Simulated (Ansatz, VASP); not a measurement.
One calculation of FePt, two programs

Contents of INCAR:

```
SYSTEM = FePt
ALGO = Normal
EDIFF = 1E-6
ENCUT = 520
GGA = PE
ISIF = 2
ISMEAR = -1
ISPIN = 2
LASPH = .True.
LCHARG = .True.
LELF = .True.
LMAXMIX = 4
LORBIT = 11
LREAL = .False.
LVHAR = .True.
LWAVE = .False.
MAGMOM = 0 0.8
NBANDS = 20
NELM = 150
NUPDOWN = 0.8
PREC = Accurate
SIGMA = 0.05
```

The input KPOINTS:

```
k-points
0
Gamma
  8 8 6
  0 0 0
```

Contents of POSCAR:

```
FePt
1.0
    2.7235000000      0.0000000000      0.0000000000
    0.0000000000      2.7235000000      0.0000000000
    0.0000000000      0.0000000000      3.7200000000
Pt Fe
1 1
Direct
    0.5000000000      0.5000000000      0.5000000000
    0.0000000000      0.0000000000      0.0000000000
```

input.yaml

```yaml
crystal:
  lattice:
    - [2.7235, 0.0, 0.0]
    - [0.0, 2.7235, 0.0]
    - [0.0, 0.0, 3.72]
  atoms:
    - { symbol: Pt, position: [0.5, 0.5, 0.5] }
    - { symbol: Fe, position: [0.0, 0.0, 0.0], spin: 0.8 }
hamiltonian:
  xc: pbe
  pseudopotentials: { kind: paw }
magnetization:
  spin_polarized: true
  initial_magnetization: 0.8
  spin_locking: { lock_magnetization: hard }
kpoints:
  mp_grid: { grid: [8, 8, 6] }
scf:
  occupations: { method: fermi_dirac, width: 0.05 }
  lower_state_search: "off"
output:
  forces: true
  stress: true
  eigenvalues: true
```

Alike in both runs: task single point; functional PBE; k mesh 8 × 8 × 6; occupations fermi-dirac, width 0.05 eV; collinear spin; fixed moment 0.8 μB.

|  | VASP | Ansatz |
| --- | --- | --- |
| version | VASP 6.6.1 | Ansatz 0.2.0 |
| potentials or method | VASP PAW PBE potentials, release 64 (Pt, Fe) | Ansatz PAW |
| plane-wave cutoff (eV) | 520 | 420 |
| valence electrons in the cell | 18 | 34 |

```csv
,VASP,Ansatz,Ansatz less VASP
pressure (GPa),-11.5,-11.2,+0.34
"traceless stress, the component that is largest in VASP (GPa)",2.74,2.84,+0.098
net moment per atom (μB),0.40,0.40,0.000
size of the moment on the site where the two differ most (μB),0.04,0.01,-0.026
```

Site moments also hang on the region over which each program counts them. VASP's potentials hold 18 valence electrons a cell and Ansatz's 34, so a difference there can come from the potentials and not from the codes.

Spin-orbit coupling is off throughout.
